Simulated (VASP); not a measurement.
A run of VASP 6.6.1:

The input POSCAR:

```
Rh
1.0
    3.5014185697      0.0000000000      0.0000000000
   -1.7507092849      3.0323174307      0.0000000000
    0.0000000000      0.0000000000      3.9724765768
Rh
3
Direct
    0.2254000000      0.0000000000      0.3333333333
    0.0000000000      0.2254000000      0.6666666667
    0.7746000000      0.7746000000      0.0000000000
```

The input INCAR.step1:

```
ALGO     = Normal         # electronic algorithm
EDIFF    = 1E-4           # SCF threshold, eV
ENCUT    = 600            # plane-wave cutoff, eV
GGA      = PE             # functional
ISMEAR   = 0              # smearing method
LASPH    = True           # aspherical terms in the spheres
LCHARG   = False          # write CHGCAR
LREAL    = False          # projectors in reciprocal space
LWAVE    = True           # write WAVECAR
NELM     = 60             # most SCF steps
PREC     = Accurate       # precision mode
SIGMA    = 0.1            # smearing width, eV
```

File INCAR.step2:

```
ALGO     = Normal         # electronic algorithm
EDIFF    = 1E-6           # SCF threshold, eV
EDIFFG   = -0.04          # ionic threshold
ENCUT    = 600            # plane-wave cutoff, eV
IBRION   = 2              # ionic algorithm
ISIF     = 3              # what is computed and relaxed
ISMEAR   = 0              # smearing method
ISTART   = 1            
LASPH    = True           # aspherical terms in the spheres
LCHARG   = False          # write CHGCAR
LMIXTAU  = True         
LREAL    = False          # projectors in reciprocal space
LWAVE    = False          # write WAVECAR
METAGGA  = R2SCAN         # meta-GGA
NELM     = 60             # most SCF steps
NSW      = 90             # ionic steps
PREC     = Accurate       # precision mode
SIGMA    = 0.1            # smearing width, eV
```

The input KPOINTS:

```
k-points
0
Gamma
  6 6 4
```

Potentials or basis: VASP PAW PBE potentials, release 64 (Rh_pv).

Launch:

```bash
$ cat potpaw_PBE.64/Rh_pv/POTCAR > POTCAR
$ cp INCAR.step1 INCAR
$ mpirun -np 1 vasp_std > vasp.out
$ cp INCAR.step2 INCAR
$ mpirun -np 1 vasp_std > vasp.out
```

Hardware: 1 thread of Intel(R) Xeon(R) 6975P-C (Granite Rapids), with other jobs on the host.

**Question.** Estimate the wall time of this run.

**Answer.** It took 9.6 min on 1 thread of Intel(R) Xeon(R) 6975P-C (Granite Rapids), with other jobs on the host, peak memory 0.19 GiB. Counts: k points 24, ion steps 12.
